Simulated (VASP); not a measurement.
A run of VASP 6.6.1:

File INCAR:

```
SYSTEM = GdN
PREC = Accurate
ENCUT = 520
EDIFF = 1E-6
ISMEAR = 0
SIGMA = 0.05
LREAL = .FALSE.
LASPH = .TRUE.
NELM = 150
ALGO = Normal
ISIF = 2
LWAVE = .FALSE.
LCHARG = .FALSE.
ISPIN = 2
MAGMOM = 7.56 7.56 0 0
LORBIT = 11
LMAXMIX = 6
GGA = PE
NBANDS = 35
```

File KPOINTS:

```
Automatic mesh
0
G
  10 10 8
  0 0 0
```

The input POSCAR:

```
GdN
1.0
    3.5536133812      0.0000000000      0.0000000000
   -1.7768066906      3.0775194634      0.0000000000
    0.0000000000      0.0000000000      6.1383065784
Gd N
2 2
Direct
    0.3333333333      0.6666666667      0.2500000000
    0.6666666667      0.3333333333      0.7500000000
    0.0000000000      0.0000000000      0.0000000000
    0.0000000000      0.0000000000      0.5000000000
```

Potentials or basis: VASP PAW PBE potentials, release 64 (Gd, N).

The run is started by

```sh
$ cat potpaw_PBE.64/Gd/POTCAR potpaw_PBE.64/N/POTCAR > POTCAR
$ mpirun -np 1 vasp_std > vasp.out
```

Hardware: 1 thread of Intel Xeon 8259CL, with other jobs on the host.

Q: Estimate the wall time of this run.

A: Wall time 74 min on 1 thread of Intel Xeon 8259CL, on a shared host, peak memory 0.42 GiB. Counts: scf iterations 99, k points 70.
